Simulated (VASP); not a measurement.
# Al2Au (Fm-3m) in VASP: further runs

Al2Au is run at these levels: PBE; tasks: single point.

All numbers are computed with VASP 6.6.1; they aren't measurements. Logs are shortened: lines on timing, memory, paths and dates and some standing lists are left out, and cuts for length are marked.

## (1) The cell of the first run

It takes space group Fm-3m (No. 225, cubic). Conventional cell: a = 5.808 Å, b = 5.808 Å, c = 5.808 Å, α = 90.00°, β = 90.00°, γ = 90.00°. Al (site symmetry -43m) has 4 Au at 2.51 Å and 6 Al at 2.90 Å within 3.3 Å. Au (site symmetry m-3m) has 8 Al at 2.51 Å within 3.3 Å.

## (2) Single point, PBE (volume scaled by 0.88)

INCAR

```
SYSTEM = Al2Au
PREC     = Accurate       ! precision mode
ENCUT    = 520            ! plane-wave cutoff, eV
EDIFF    = 1E-6           ! SCF threshold, eV
ISMEAR   = 0              ! smearing method
SIGMA    = 0.1            ! smearing width, eV
LREAL    = .False.        ! projectors in reciprocal space
LASPH    = .True.         ! aspherical terms in the spheres
NELM     = 60             ! most SCF steps
ALGO     = Fast           ! electronic algorithm
ISIF     = 2              ! what is computed and relaxed
LWAVE    = .False.        ! write WAVECAR
LCHARG   = .False.        ! write CHGCAR
GGA      = PE             ! functional
NBANDS   = 16             ! bands
```

KPOINTS

```
Automatic mesh
0
Gamma
  12 12 12
  0 0 0
```

POSCAR

```
Al2Au
1.0
    0.0000000000      2.9039743353      2.9039743353
    2.9039743353      0.0000000000      2.9039743353
    2.9039743353      2.9039743353      0.0000000000
Al Au
2 1
Direct
    0.2500000000      0.2500000000      0.2500000000
    0.7500000000      0.7500000000      0.7500000000
    0.0000000000      0.0000000000      0.0000000000
```

Potentials or basis: VASP PAW PBE potentials, release 64 (Al, Au).

Run with:

```bash
$ cat potpaw_PBE.64/Al/POTCAR potpaw_PBE.64/Au/POTCAR > POTCAR
$ mpirun -np 1 vasp_std > vasp.out
```

OUTCAR:

```text
SYSTEM = Al2Au
   PREC = Accurate
   ENCUT = 520
   EDIFF = 1E-6
   ISMEAR = 0
   LREAL = .False.
   LASPH = .True.
   NELM = 60
   ISIF = 2
   GGA = PE

 ion  position               nearest neighbor table
   1  0.250  0.250  0.250-   3 2.51   3 2.51   3 2.51   3 2.51   2 2.90   2 2.90   2 2.90   2 2.90
                             2 2.90   2 2.90
   2  0.750  0.750  0.750-   3 2.51   3 2.51   3 2.51   3 2.51   1 2.90   1 2.90   1 2.90   1 2.90
                             1 2.90   1 2.90
   3  0.000  0.000  0.000-   2 2.51   2 2.51   2 2.51   1 2.51   2 2.51   1 2.51   1 2.51   1 2.51

  LATTYP: Found a face centered cubic cell.
 ALAT       =     5.8079486706

  Lattice vectors:

 A1 = (   0.0000000000,   2.9039743353,   2.9039743353)
 A2 = (   2.9039743353,   0.0000000000,   2.9039743353)
 A3 = (   2.9039743353,   2.9039743353,   0.0000000000)

Analysis of symmetry for initial positions (statically):
=====================================================================
 Subroutine PRICEL returns:
 Original cell was already a primitive cell.

 Routine SETGRP: Setting up the symmetry group for a
 face centered cubic supercell.

 Subroutine GETGRP returns: Found 48 space group operations
 (whereof 48 operations were pure point group operations)
 out of a pool of 48 trial point group operations.

The static configuration has the point symmetry O_h .

Analysis of symmetry for dynamics (positions and initial velocities):
=====================================================================
 Subroutine PRICEL returns:
 Original cell was already a primitive cell.

 Routine SETGRP: Setting up the symmetry group for a
 face centered cubic supercell.

 Subroutine GETGRP returns: Found 48 space group operations
 (whereof 48 operations were pure point group operations)
 out of a pool of 48 trial point group operations.

The dynamic configuration has the point symmetry O_h .

 Subroutine INISYM returns: Found 48 space group operations
 (whereof 48 operations are pure point group operations),
 and found     1 'primitive' translations

----------------------------------------------------------------------------------------

                                     Primitive cell

  volume of cell :      48.9788

  direct lattice vectors                    reciprocal lattice vectors
     0.000000000  2.903974335  2.903974335    -0.172177830  0.172177830  0.172177830
     2.903974335  0.000000000  2.903974335     0.172177830 -0.172177830  0.172177830
     2.903974335  2.903974335  0.000000000     0.172177830  0.172177830 -0.172177830

[... 88 lines left out ...]
   NSW    =      0    number of steps for IOM
   IBRION =     -1    ionic relax: 0-MD 1-quasi-New 2-CG
   NFREE  =      0    steps in history (QN), initial steepest desc. (CG)
   ISIF   =      2    stress and relaxation
   ISYM   =      2    0-nonsym 1-usesym 2-fastsym
   POTIM  = 0.5000    time-step for ionic-motion
   TEBEG  =    0.0;   TEEND  =   0.0 temperature during run
   PSTRESS=    0.0 pullay stress
   NELECT =      17.0000    total number of electrons
   NUPDOWN=      -1.0000    fix difference up-down
   EMIN   =  10.00;   EMAX   =-10.00  energy-range for DOS
   EFERMI =   0.00;   METHOD = LEGACY
   ISMEAR =     0;   SIGMA  =   0.10  broadening in eV -4-tet -1-fermi 0-gaus
   EFERMI_NEDOS =   21; number of points for ismear=-14 and -15
   IALGO  =     68    algorithm
   IMIX   =      4    mixing-type and parameters
     AMIX     =   0.40;   BMIX     =  1.00
     AMIX_MAG =   1.60;   BMIX_MAG =  1.00
  volume/ion in A,a.u.               =      16.33       110.18
  Fermi-wavevector in a.u.,A,eV,Ry     =   1.150505  2.174138 18.009500  1.323661
  Thomas-Fermi vector in A             =   2.287168
   LORBIT       =      0    0 simple, 1 ext, 2 COOP (PROOUT), +10 PAW based schemes
   GGA     = PE    functional components
   LHFCALC =     F    Hartree Fock is set to
   AEXX    =    0.0000 exact exchange contribution
   IVDW    =     0    specifies the selected vdW correction
   LEPSILON=     F    determine dielectric tensor
   LRPA    =     F    only Hartree local field effects (RPA)
 non-spin polarized calculation
 RMM-DIIS sequential band-by-band and
 Gauss-broadening in eV      SIGMA  =   0.10
  energy-cutoff  :      520.00
  volume of cell :       48.98
 maximum number of plane-waves:      1363
   NGX = 15   NGY = 15   NGZ = 15

 number of electron      17.0000001 magnetization

 Free energy of the ion-electron system (eV)
  ---------------------------------------------------
  ext. energy  EPLUGINS =         0.00000000
  ---------------------------------------------------
  free energy    TOTEN  =       -11.69895535 eV

  energy without entropy =      -11.69399590  energy(sigma->0) =      -11.69647563

 E-fermi :   8.9983     XC(G=0): -10.9572

 val. band max:        8.9444701347   @ k =   0.3333   0.1667   0.0000
 cond. band min:       9.0454584894   @ k =  -0.2500   0.0833   0.0000
 fundamental gap:      0.1009883547
 Fermi energy:         8.9983385699

 k-point     1 :       0.0000    0.0000    0.0000
  band No.  band energies     occupation
      1      -2.3098      2.00000
      2       1.8144      2.00000
      3       1.8144      2.00000
      4       1.8144      2.00000
      5       2.8787      2.00000
      6       2.8787      2.00000
[... 433 lines left out ...]
      3       2.1939      2.00000
      4       2.2388      2.00000
      5       2.9617      2.00000
      6       2.9913      2.00000
[... 8 lines left out ...]
     15      17.5601      0.00000
     16      18.3568      0.00000

 [... further k-points ...]

------------------------ aborting loop because EDIFF is reached ----------------------------------------

  FORCE on cell =-STRESS in cart. coord.  units (eV):
  Direction    XX          YY          ZZ          XY          YZ          ZX
  --------------------------------------------------------------------------------------
  -------------------------------------------------------------------------------------
  Total        5.4361825      5.4361825      5.4361825      0.0000000     -0.0000000      0.0000000
  in kB      177.8264221    177.8264221    177.8264221      0.0000000     -0.0000000      0.0000000
  external PRESSURE =     177.8264221 kB  Pullay stress =       0.0000000 kB

 VOLUME and BASIS-vectors are now :
 -----------------------------------------------------------------------------
  energy-cutoff  :      520.00
  volume of cell :       48.98
      direct lattice vectors                 reciprocal lattice vectors
     0.000000000  2.903974335  2.903974335    -0.172177830  0.172177830  0.172177830
     2.903974335  0.000000000  2.903974335     0.172177830 -0.172177830  0.172177830
     2.903974335  2.903974335  0.000000000     0.172177830  0.172177830 -0.172177830

 POSITION                                       TOTAL-FORCE (eV/Angst)
 -----------------------------------------------------------------------------------
      1.45199      1.45199      1.45199        -0.000000     -0.000000      0.000000
      4.35596      4.35596      4.35596         0.000000      0.000000     -0.000000
      0.00000      0.00000      0.00000         0.000000     -0.000000     -0.000000
 -----------------------------------------------------------------------------------
    total drift:                                0.000000     -0.000000      0.000000

  FREE ENERGIE OF THE ION-ELECTRON SYSTEM (eV)
  ---------------------------------------------------
  free  energy   TOTEN  =       -11.6989553478 eV

  energy  without entropy=      -11.6939959048  energy(sigma->0) =      -11.69647563
```

It took 39 s on 1 thread of Intel Xeon Platinum 8488C (Sapphire Rapids), shared host; peak memory 0.21 GiB.

What came out:

* Free energy: -11.6990 eV
* Pressure: 17.8 GPa

Levels at points of the mesh, in eV from the Fermi level:
| k point | band 5 | band 6 | band 7 | band 8 | band 9 | band 10 | band 11 | band 12 | band 13 | band 14 |
| --- | --- | --- | --- | --- | --- | --- | --- | --- | --- | --- |
| (0.00, 0.00, 0.00) | -6.12 | -6.12 | 2.95 | 2.96 | 2.96 | 2.96 | 4.36 | 4.36 | 4.36 | 6.02 |
| (0.50, 0.00, 0.00) | -5.97 | -5.97 | -5.85 | 0.29 | 0.29 | 3.45 | 4.12 | 4.12 | 4.40 | 9.16 |
| (0.50, 0.50, 0.00) | -6.25 | -5.75 | -5.37 | -2.37 | -2.37 | 1.84 | 2.13 | 7.66 | 10.66 | 10.66 |

Caveat: spin-orbit coupling is left out, which moves the levels of the heavy elements.

## (3) Single point, PBE (volume scaled by 0.91)

INCAR

```
SYSTEM = Al2Au
  PREC = Accurate
  ENCUT = 520
  EDIFF = 1E-6
  ISMEAR = 0
  SIGMA = 0.1
  LREAL = .False.
  LASPH = .True.
  NELM = 60
  ALGO = Fast
  ISIF = 2
  LWAVE = .False.
  LCHARG = .False.
  GGA = PE
  NBANDS = 16
```

KPOINTS is that of step 2.

POSCAR

```
Al2Au
1.0
    0.0000000000      2.9366059917      2.9366059917
    2.9366059917      0.0000000000      2.9366059917
    2.9366059917      2.9366059917      0.0000000000
Al Au
2 1
Direct
    0.2500000000      0.2500000000      0.2500000000
    0.7500000000      0.7500000000      0.7500000000
    0.0000000000      0.0000000000      0.0000000000
```

Potentials or basis: VASP PAW PBE potentials, release 64 (Al, Au).

Run with:

```bash
$ cat potpaw_PBE.64/Al/POTCAR potpaw_PBE.64/Au/POTCAR > POTCAR
$ mpirun -np 1 vasp_std > vasp.out
```

Wall time 36 s (1 thread of Intel Xeon Platinum 8488C (Sapphire Rapids), shared host); peak memory 0.21 GiB.

The run converged. Its results:

| Item | Value |
| --- | --- |
| Free energy | -11.8543 eV |
| Pressure | 12.0 GPa |

Levels at points of the mesh, in eV from the Fermi level:
```csv
k point,band 5,band 6,band 7,band 8,band 9,band 10,band 11,band 12,band 13,band 14
"(0.00, 0.00, 0.00)",-5.95,-5.95,2.70,2.96,2.96,2.96,4.19,4.19,4.19,5.92
"(0.50, 0.00, 0.00)",-5.81,-5.81,-5.71,0.31,0.31,3.39,4.01,4.01,4.11,9.05
"(0.50, 0.50, 0.00)",-6.09,-5.61,-5.25,-2.28,-2.28,1.63,2.12,7.65,10.36,10.36
```

Caveat: spin-orbit coupling is left out, which moves the levels of the heavy elements.

## (4) Single point, PBE (volume scaled by 0.94)

INCAR

```
SYSTEM = Al2Au
  PREC = Accurate
  ENCUT = 520
  EDIFF = 1E-7
  ISMEAR = 0
  SIGMA = 0.1
  LREAL = .False.
  LASPH = .True.
  NELM = 60
  ALGO = Normal
  ISIF = 2
  LWAVE = .False.
  LCHARG = .True.
  GGA = PE
  LELF = .True.
  LVHAR = .True.
  NBANDS = 16
```

KPOINTS

```
regular mesh
0
Gamma
  12 12 12
  0 0 0
```

POSCAR

```
Al2Au
1.0
    0.0000000000      2.9685281229      2.9685281229
    2.9685281229      0.0000000000      2.9685281229
    2.9685281229      2.9685281229      0.0000000000
Al Au
2 1
Direct
    0.2500000000      0.2500000000      0.2500000000
    0.7500000000      0.7500000000      0.7500000000
    0.0000000000      0.0000000000      0.0000000000
```

Potentials or basis: VASP PAW PBE potentials, release 64 (Al, Au).

Run with:

```bash
$ cat potpaw_PBE.64/Al/POTCAR potpaw_PBE.64/Au/POTCAR > POTCAR
$ mpirun -np 1 vasp_std > vasp.out
```

OUTCAR:

```text
SYSTEM = Al2Au
   PREC = Accurate
   ENCUT = 520
   EDIFF = 1E-7
   ISMEAR = 0
   LREAL = .False.
   LASPH = .True.
   NELM = 60
   ISIF = 2
   GGA = PE

 ion  position               nearest neighbor table
   1  0.250  0.250  0.250-   3 2.57   3 2.57   3 2.57   3 2.57   2 2.97   2 2.97   2 2.97   2 2.97
                             2 2.97   2 2.97
   2  0.750  0.750  0.750-   3 2.57   3 2.57   3 2.57   3 2.57   1 2.97   1 2.97   1 2.97   1 2.97
                             1 2.97   1 2.97
   3  0.000  0.000  0.000-   2 2.57   2 2.57   2 2.57   1 2.57   2 2.57   1 2.57   1 2.57   1 2.57

  LATTYP: Found a face centered cubic cell.
[... 653 lines left out ...]
  --------------------------------------------------------------------------------------
  -------------------------------------------------------------------------------------
  Total        2.3668622      2.3668622      2.3668622      0.0000000     -0.0000000     -0.0000000
  in kB       72.4819811     72.4819811     72.4819811      0.0000000     -0.0000000     -0.0000000
  external PRESSURE =      72.4819811 kB  Pullay stress =       0.0000000 kB

 VOLUME and BASIS-vectors are now :
 -----------------------------------------------------------------------------
  energy-cutoff  :      520.00
  volume of cell :       52.32
      direct lattice vectors                 reciprocal lattice vectors
     0.000000000  2.968528123  2.968528123    -0.168433641  0.168433641  0.168433641
     2.968528123  0.000000000  2.968528123     0.168433641 -0.168433641  0.168433641
     2.968528123  2.968528123  0.000000000     0.168433641  0.168433641 -0.168433641

 POSITION                                       TOTAL-FORCE (eV/Angst)
 -----------------------------------------------------------------------------------
      1.48426      1.48426      1.48426         0.000000      0.000000      0.000000
      4.45279      4.45279      4.45279        -0.000000     -0.000000      0.000000
      0.00000      0.00000      0.00000        -0.000000      0.000000     -0.000000
 -----------------------------------------------------------------------------------
    total drift:                                0.000000     -0.000000      0.000000

  FREE ENERGIE OF THE ION-ELECTRON SYSTEM (eV)
  ---------------------------------------------------
  free  energy   TOTEN  =       -11.9546988651 eV

  energy  without entropy=      -11.9498932177  energy(sigma->0) =      -11.95229604
```

stdout:

```text
POSCAR found type information on POSCAR AlAu
 POSCAR found :  2 types and       3 ions
 scaLAPACK will be used
 LDA part: xc-table for (Slater+PW92), standard interpolation
 POSCAR, INCAR and KPOINTS ok, starting setup
 FFT: planning ... GRIDC
 FFT: planning ... GRID_SOFT
 FFT: planning ... GRID
 WAVECAR not read
 entering main loop
```

Wall time 36 s (1 thread of Intel Xeon Platinum 8488C (Sapphire Rapids), shared host); peak memory 0.2 GiB.

What came out:

- Free energy: -11.9547 eV
- Pressure: 7.2 GPa

Caveat: spin-orbit coupling is left out, which moves the levels of the heavy elements.

(Part 1 of 2 ends here.)
